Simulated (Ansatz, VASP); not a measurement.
SrTl4O3: VASP beside Ansatz

INCAR

```
SYSTEM = SrTl4O3
  PREC = Accurate
  ENCUT = 520
  EDIFF = 1E-7
  ISMEAR = 0
  SIGMA = 0.1
  LREAL = .False.
  LASPH = .True.
  NELM = 100
  ALGO = Normal
  ISIF = 2
  LWAVE = .False.
  LCHARG = .False.
  GGA = PE
  NBANDS = 50
```

File KPOINTS:

```
regular mesh
0
Gamma
  4 4 4
  0 0 0
```

File POSCAR:

```
SrTl4O3
1.0
    5.7650578400      0.0000000000      0.0000000000
    0.0000000000      5.7650578400      0.0000000000
    0.0000000000      0.0000000000      5.7650578400
Sr Tl O
1 4 3
Direct
    0.0000000000      0.0000000000      0.0000000000
    0.5000000000      0.0000000000      0.0000000000
    0.0000000000      0.5000000000      0.0000000000
    0.0000000000      0.0000000000      0.5000000000
    0.5000000000      0.5000000000      0.5000000000
    0.0000000000      0.5000000000      0.5000000000
    0.5000000000      0.0000000000      0.5000000000
    0.5000000000      0.5000000000      0.0000000000
```

Input for Ansatz:

```yaml
crystal:
  lattice:
    - [5.76505784, 0.0, 0.0]
    - [0.0, 5.76505784, 0.0]
    - [0.0, 0.0, 5.76505784]
  atoms:
    - { symbol: Sr, position: [0.0, 0.0, 0.0] }
    - { symbol: Tl, position: [0.5, 0.0, 0.0] }
    - { symbol: Tl, position: [0.0, 0.5, 0.0] }
    - { symbol: Tl, position: [0.0, 0.0, 0.5] }
    - { symbol: Tl, position: [0.5, 0.5, 0.5] }
    - { symbol: O, position: [0.0, 0.5, 0.5] }
    - { symbol: O, position: [0.5, 0.0, 0.5] }
    - { symbol: O, position: [0.5, 0.5, 0.0] }
basis:
  ecutwfc: 420
kpoints:
  mp_grid: { grid: [4, 4, 4] }
hamiltonian:
  xc: pbe
scf:
  occupations: { method: gaussian, width: 0.1 }
  lower_state_search: "off"
output:
  forces: true
  stress: true
  eigenvalues: true
```

Alike in both runs: task single point; functional PBE; k mesh 4 × 4 × 4; occupations gaussian, width 0.1 eV; no spin polarisation.

```csv
,VASP,Ansatz
version,VASP 6.6.1,Ansatz 0.2.0
potentials or method,"VASP PAW PBE potentials, release 64 (Sr_sv, Tl_d, O), cutoff 520 eV","scalar-relativistic, plane waves, PAW"
valence electrons in the cell,80,80
```

```tsv
	VASP	Ansatz	Ansatz less VASP
gap on the k mesh at the Fermi level (eV)	none	none	-
pressure (GPa)	0.9	0.9	-0.01
```

A gap of «none» marks a metal or a gap that the smearing closes.

Spin-orbit coupling is off throughout.
